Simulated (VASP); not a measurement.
# Ta12H3N in VASP: a series of runs

Runs on Ta12H3N. Level: PBE+D3(BJ). Tasks: single point.

All numbers are computed with VASP 6.6.1; they aren't measurements. Logs are shortened: lines on timing, memory, paths and dates and some standing lists are left out, and cuts for length are marked.

## Step 1: The cell of the first run

The cell holds a slab with vacuum, 16 atoms: a = 5.690 Å, b = 5.690 Å, c = 24.251 Å, α = 90.00°, β = 90.00°, γ = 109.47°.

## Step 2: Single point, PBE+D3(BJ)

Contents of INCAR:

```
PREC = Accurate
ENCUT = 520
EDIFF = 1E-6
ISMEAR = 0
SIGMA = 0.1
LREAL = Auto
LASPH = True
NELM = 100
ALGO = Normal
ISIF = 2
LWAVE = False
LCHARG = False
LDIPOL = True
IDIPOL = 3
DIPOL = 0.5 0.5 0.475
GGA = PE
IVDW = 12
NBANDS = 84
```

Contents of KPOINTS:

```
Automatic mesh
0
Gamma
  4 4 1
```

Contents of POSCAR:

```
Ta12H3N
1.0
    5.6896945745      0.0000000000      0.0000000000
   -1.8965648582      5.3642954887      0.0000000000
    0.0000000000      0.0000000000     24.2511161666
Ta N H
12 1 3
Direct
    0.2500000000      0.2500000000      0.3298817236
    0.2500000000      0.7500000000      0.3298817236
    0.7500000000      0.2500000000      0.3298817236
    0.7500000000      0.7500000000      0.3298817236
    0.4994774058      0.5006123136      0.4225672053
    0.5006503488      0.0006039368      0.4236826166
   -0.0005232302      0.4993905420      0.4237313105
    0.0007026188     -0.0006586473      0.4225995510
    0.7494240621      0.7498625269      0.5151017813
    0.7499373988      0.2489944150      0.5170456860
    0.2505396443      0.7503295258      0.5242692270
    0.2496972758      0.2508400643      0.5150835473
    1.2487314554      0.7507441091      0.6197159915
    1.4276289052      0.8020192680      0.6343193465
    1.1677881345      0.8774006550      0.6326370635
    1.1476692007      0.5771460180      0.6340913707
```

Potentials or basis: VASP PAW PBE potentials, release 64 (Ta_pv, N, H).

Launch:

```
cat potpaw_PBE.64/Ta_pv/POTCAR potpaw_PBE.64/N/POTCAR potpaw_PBE.64/H/POTCAR > POTCAR
mpirun -np 1 vasp_std > vasp.out
```

OUTCAR:

```text
PREC = Accurate
   ENCUT = 520
   EDIFF = 1E-6
   ISMEAR = 0
   LREAL = Auto
   LASPH = True
   NELM = 100
   ISIF = 2
   GGA = PE
   IVDW = 12
 IVDW          = 12

 ion  position               nearest neighbor table
   1  0.250  0.250  0.330-   5 2.78   8 2.78   3 2.84   3 2.84   2 2.84   2 2.84   6 3.25   7 3.25
                             4 3.28   4 3.28
   2  0.250  0.750  0.330-   6 2.81   7 2.81   4 2.84   4 2.84   1 2.84   1 2.84   8 3.23   5 3.23
                             3 3.28   3 3.28
   3  0.750  0.250  0.330-   6 2.80   7 2.80   1 2.84   1 2.84   4 2.84   4 2.84   5 3.24   8 3.24
                             2 3.28   2 3.28
   4  0.750  0.750  0.330-   5 2.78   8 2.78   2 2.84   2 2.84   3 2.84   3 2.84   6 3.25   7 3.25
                             1 3.28   1 3.28
   5  0.499  0.501  0.423-   9 2.78  12 2.78   4 2.78   1 2.78   7 2.84   6 2.84   6 2.85   7 2.85
                             2 3.23   3 3.24  10 3.27   8 3.28   8 3.29  11 3.38
   6  0.501  0.001  0.424-  10 2.79   3 2.80   2 2.81   8 2.84   5 2.84   5 2.85   8 2.85  11 2.94
                             9 3.21  12 3.21   4 3.25   1 3.25   7 3.28   7 3.29
   7  0.999  0.499  0.424-  10 2.80   3 2.80   2 2.81   8 2.84   5 2.84   5 2.85   8 2.85  11 2.94
                            12 3.21   9 3.21   1 3.25   4 3.25   6 3.28   6 3.29
   8  0.001  0.999  0.423-  12 2.78   9 2.78   1 2.78   4 2.78   6 2.84   7 2.84   7 2.85   6 2.85
                             2 3.23   3 3.24  10 3.26   5 3.28   5 3.29  11 3.38
   9  0.749  0.750  0.515-   5 2.78   8 2.78  10 2.84  11 2.85  10 2.85  11 2.86   6 3.21   7 3.21
                            12 3.28  12 3.29
  10  0.750  0.249  0.517-   6 2.79   7 2.80   9 2.84  12 2.84  12 2.85   9 2.85   8 3.26   5 3.27
                            11 3.28  11 3.30
  11  0.251  0.750  0.524-  13 2.31   9 2.85  12 2.85  12 2.86   9 2.86   6 2.94   7 2.94  10 3.28
                            10 3.30   5 3.38   8 3.38
  12  0.250  0.251  0.515-   5 2.78   8 2.78  10 2.84  11 2.85  10 2.85  11 2.86   7 3.21   6 3.21
                             9 3.28   9 3.29
  13  0.249  0.751  0.620-  14 1.02  16 1.02  15 1.03  11 2.31
  14  0.428  0.802  0.634-  13 1.02
  15  0.168  0.877  0.633-  13 1.03
  16  0.148  0.577  0.634-  13 1.02

  LATTYP: Found a base centered orthorhombic cell.
 ALAT       =     6.5698933884
 B/A-ratio  =     1.4142135624
 C/A-ratio  =     3.6912495733

  Lattice vectors:

 A1 = (   5.6896945745,   0.0000000000,   0.0000000000)
 A2 = (  -1.8965648582,   5.3642954887,   0.0000000000)
 A3 = (   0.0000000000,   0.0000000000,  24.2511161666)

Analysis of symmetry for initial positions (statically):
=====================================================================
 Subroutine PRICEL returns:
 Original cell was already a primitive cell.

 Routine SETGRP: Setting up the symmetry group for a
 base centered orthorhombic supercell.
[... 150 lines left out ...]
   IMIX   =      4    mixing-type and parameters
     AMIX     =   0.40;   BMIX     =  1.00
     AMIX_MAG =   1.60;   BMIX_MAG =  1.00
  volume/ion in A,a.u.               =      46.26       312.18
  Fermi-wavevector in a.u.,A,eV,Ry     =   0.939737  1.775846 12.015385  0.883106
  Thomas-Fermi vector in A             =   2.067079
   LORBIT       =      0    0 simple, 1 ext, 2 COOP (PROOUT), +10 PAW based schemes
   GGA     = PE    functional components
   LHFCALC =     F    Hartree Fock is set to
   AEXX    =    0.0000 exact exchange contribution
   IVDW    =    12    specifies the selected vdW correction
   LEPSILON=     F    determine dielectric tensor
   LRPA    =     F    only Hartree local field effects (RPA)
 non-spin polarized calculation
 Gauss-broadening in eV      SIGMA  =   0.10
  energy-cutoff  :      520.00
  volume of cell :      740.17
 maximum number of plane-waves:     19995
   NGX = 21   NGY = 21   NGZ = 91

 dipolmoment           0.000000      0.000000      0.499623 electrons x Angstroem

 number of electron     140.0000024 magnetization

 dipolmoment           0.000000      0.000000     -0.346497 electrons x Angstroem

 Free energy of the ion-electron system (eV)
  ---------------------------------------------------
  ext. energy  EPLUGINS =         0.00000000
  ---------------------------------------------------
  free energy    TOTEN  =      -153.09476004 eV

  energy without entropy =     -153.00535600  energy(sigma->0) =     -153.05005802

 E-fermi :  -0.6511     XC(G=0):  -4.8735

 val. band max:       -0.6514098013   @ k =   0.5000   0.2500   0.0000
 cond. band min:      -0.6509425017   @ k =   0.2500   0.5000   0.0000
 fundamental gap:      0.0004672995
 Fermi energy:        -0.6510534587

 k-point     1 :       0.0000    0.0000    0.0000
  band No.  band energies     occupation
      1     -35.2003      2.00000
      2     -35.1801      2.00000
      3     -35.1725      2.00000
      4     -35.1415      2.00000
      5     -35.1068      2.00000
      6     -35.0890      2.00000
[... 839 lines left out ...]
     81       1.0747      0.00000
     82       1.1116      0.00000
 [bands above 82 left out]

------------------------ aborting loop because EDIFF is reached ----------------------------------------

 vacuum level on the upper side and lower side of the slab       (xc-potential included)        -1.077         0.973

 Edisp (eV)   -5.43208

 E8    (eV) :    -2.9074

  FORCE on cell =-STRESS in cart. coord.  units (eV):
  Direction    XX          YY          ZZ          XY          YZ          ZX
  --------------------------------------------------------------------------------------
  -------------------------------------------------------------------------------------
  Total     -12.39962   -11.79919    -0.02973     0.88304     0.00100    -0.00077
  in kB     -26.84019   -25.54049    -0.06434     1.91142     0.00217    -0.00167
  external pressure =      -17.48 kB  Pullay stress =        0.00 kB

 VOLUME and BASIS-vectors are now :
 -----------------------------------------------------------------------------
  energy-cutoff  :      520.00
  volume of cell :      740.17
      direct lattice vectors                 reciprocal lattice vectors
     5.689694574  0.000000000  0.000000000     0.175756359  0.062139257  0.000000000
    -1.896564858  5.364295489  0.000000000     0.000000000  0.186417770  0.000000000
     0.000000000  0.000000000 24.251116167     0.000000000  0.000000000  0.041235215

 POSITION                                       TOTAL-FORCE (eV/Angst)
 -----------------------------------------------------------------------------------
      0.94828      1.34107      8.00000         0.000999      0.002919      0.041029
     -0.00000      4.02322      8.00000        -0.003346      0.004273      0.118940
      3.79313      1.34107      8.00000         0.001629     -0.005134     -0.222394
      2.84485      4.02322      8.00000         0.000861     -0.001790      0.041799
      1.89243      2.68543     10.24773        -0.000299     -0.001663     -0.000113
      2.84740      0.00324     10.27478        -0.001445     -0.001089     -0.002798
[... 8 lines left out ...]
     -0.70938      4.70664     15.34215         0.011113     -0.023391     -0.018264
     -0.25440      3.09598     15.37742         0.004587      0.031275     -0.020747
 -----------------------------------------------------------------------------------
    total drift:                                0.001014      0.000163      0.007958

  FREE ENERGIE OF THE ION-ELECTRON SYSTEM (eV)
  ---------------------------------------------------
  free  energy   TOTEN  =      -158.5268366452 eV

  energy  without entropy=     -158.4374326125  energy(sigma->0) =     -158.48213463

 vacuum level on the upper side and lower side of the slab         2.005         4.079
```

stdout:

```text
POSCAR found type information on POSCAR TaN H
 POSCAR found :  3 types and      16 ions
 scaLAPACK will be used
 LDA part: xc-table for (Slater+PW92), standard interpolation
 POSCAR, INCAR and KPOINTS ok, starting setup
 FFT: planning ... GRIDC
 FFT: planning ... GRID_SOFT
 FFT: planning ... GRID
 WAVECAR not read
 entering main loop
```

Run time: 17 min. Hardware: 1 thread of Intel Xeon 6975P-C (Granite Rapids), shared host; peak memory 0.86 GiB.

Results:

```
Free energy                : -158.5268 eV
Largest force              : 0.222 eV/Å
Band gap on the k mesh     : zero (bands 70 and 71 overlap by 0.94 eV)
Dispersion energy per atom : -0.340 eV
```

Forces in eV/Å, atoms in the order of the input:
```
Ta   0.001  0.003  0.041
Ta  -0.003  0.004  0.119
Ta   0.002 -0.005 -0.222
Ta   0.001 -0.002  0.042
Ta   0.000 -0.002  0.000
Ta  -0.001 -0.001 -0.003
Ta   0.001  0.005 -0.001
Ta  -0.001 -0.001 -0.002
Ta   0.004 -0.001  0.006
Ta  -0.002  0.001  0.002
Ta   0.000  0.002  0.005
Ta   0.001 -0.004  0.008
N    0.002 -0.002  0.065
H   -0.018 -0.006 -0.022
H    0.011 -0.023 -0.018
H    0.005  0.031 -0.021
```

Caveat: spin-orbit coupling is left out, which moves the levels of the heavy elements.

## Step 3: Single point, PBE+D3(BJ)

Changes to INCAR since step 2:

```diff
@@ -7,3 +7,3 @@
 LASPH = True
-NELM = 100
+NELM = 80
 ALGO = Normal
```

KPOINTS is that of step 2.

Contents of POSCAR:

```
Ta12H3N
1.0
    5.6896945745      0.0000000000      0.0000000000
   -1.8965648582      5.3642954887      0.0000000000
    0.0000000000      0.0000000000     24.2511161666
Ta N H
12 1 3
Direct
    0.2500000000      0.2500000000      0.3298817236
    0.2500000000      0.7500000000      0.3298817236
    0.7500000000      0.2500000000      0.3298817236
    0.7500000000      0.7500000000      0.3298817236
    0.4995845788      0.5004590621      0.4225756552
    0.5007097951      0.0005956078      0.4235828799
   -0.0003184239      0.4995892442      0.4237817319
    0.0007825551     -0.0007241000      0.4225642720
    0.7517299603      0.7487114806      0.5150732143
    0.7482052780      0.2485825815      0.5169412342
    0.2514049335      0.7515961981      0.5241804761
    0.2498835104      0.2487177870      0.5150732343
    1.2529995152      0.7458090909      0.6196858162
    1.1315306672      0.5794403136      0.6334171657
    1.4290833322      0.7690265762      0.6336768471
    1.1981435988      0.8892546411      0.6337365286
```

Potentials or basis: VASP PAW PBE potentials, release 64 (Ta_pv, N, H).

Launch:

```
cat potpaw_PBE.64/Ta_pv/POTCAR potpaw_PBE.64/N/POTCAR potpaw_PBE.64/H/POTCAR > POTCAR
mpirun -np 1 vasp_std > vasp.out
```

It took 18 min on 1 thread of Intel Xeon 6975P-C (Granite Rapids), shared host; peak memory 0.87 GiB.

The run converged. Its results:

- Free energy: -158.5254 eV
- Largest force: 0.225 eV/Å
- Band gap on the k mesh: zero (bands 70 and 71 overlap by 0.94 eV)
- Dispersion energy per atom: -0.340 eV

Forces on the atoms (eV/Å):
```
Ta  -0.007  0.011  0.037
Ta   0.011 -0.004  0.116
Ta   0.001 -0.007 -0.224
Ta  -0.002  0.001  0.039
Ta   0.001  0.002  0.003
Ta   0.003 -0.008 -0.003
Ta   0.001 -0.012 -0.007
Ta   0.001  0.001 -0.005
Ta  -0.014  0.010  0.002
Ta   0.013 -0.004  0.016
Ta   0.006 -0.012  0.019
Ta  -0.012  0.023  0.004
N   -0.001 -0.001  0.034
H    0.006  0.020 -0.005
H   -0.010 -0.002 -0.010
H    0.003 -0.018 -0.016
```

Levels at points of the mesh, in eV from the Fermi level:
```csv
k point,band 66,band 67,band 68,band 69,band 70,band 71,band 72,band 73,band 74,band 75
"(0.00, 0.00, 0.00)",-0.26,0.04,0.21,0.49,0.55,0.55,0.94,1.12,1.20,1.21
"(0.50, 0.00, 0.00)",-0.65,-0.49,-0.43,-0.42,-0.41,-0.25,-0.20,0.09,0.24,0.30
"(0.00, 0.50, 0.00)",-0.65,-0.49,-0.43,-0.42,-0.41,-0.25,-0.20,0.09,0.24,0.30
"(0.50, 0.50, 0.00)",-0.29,-0.21,-0.14,-0.12,-0.07,0.06,0.12,0.17,0.21,0.38
```

Caveat: spin-orbit coupling is left out, which moves the levels of the heavy elements.
